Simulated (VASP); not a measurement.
Pt, 2 atoms in the cell. The structure is hexagonal, space group P6_3/mmc (No. 194). The conventional cell has a = 2.780 Å, b = 2.780 Å, c = 4.848 Å, α = 90.00°, β = 90.00°, γ = 120.00°. Pt (site symmetry -6m2) has 12 Pt at 2.78 to 2.91 Å within 3.7 Å. 

| Item | Value |
| --- | --- |
| Program | VASP 6.6.1 |
| Task | single point |
| Functional | RPBE |
| Potentials or basis | VASP PAW PBE potentials, release 64 (Pt) |
| Cutoff | 520 eV |
| k mesh | 18 × 18 × 10 |
| Occupations | gaussian, width 0.1 eV |
| Spin | no spin polarisation |
| Dipole correction | no |
| Further INCAR settings | ALGO = Normal; EDIFF = 1e-07; NBANDS = 17 |

Potentials or basis: VASP PAW PBE potentials, release 64 (Pt).

Run with:

```console
$ cat potpaw_PBE.64/Pt/POTCAR > POTCAR
$ mpirun -np 1 vasp_std > vasp.out
```

Hardware: 1 thread of Intel(R) Xeon(R) 6975P-C (Granite Rapids), on a shared host.

**Question.** Estimate the wall time of this run.

**Answer.** Wall time 35 s on 1 thread of Intel(R) Xeon(R) 6975P-C (Granite Rapids), on a shared host, peak memory 0.23 GiB. Counts: scf iterations 13, k points 222.
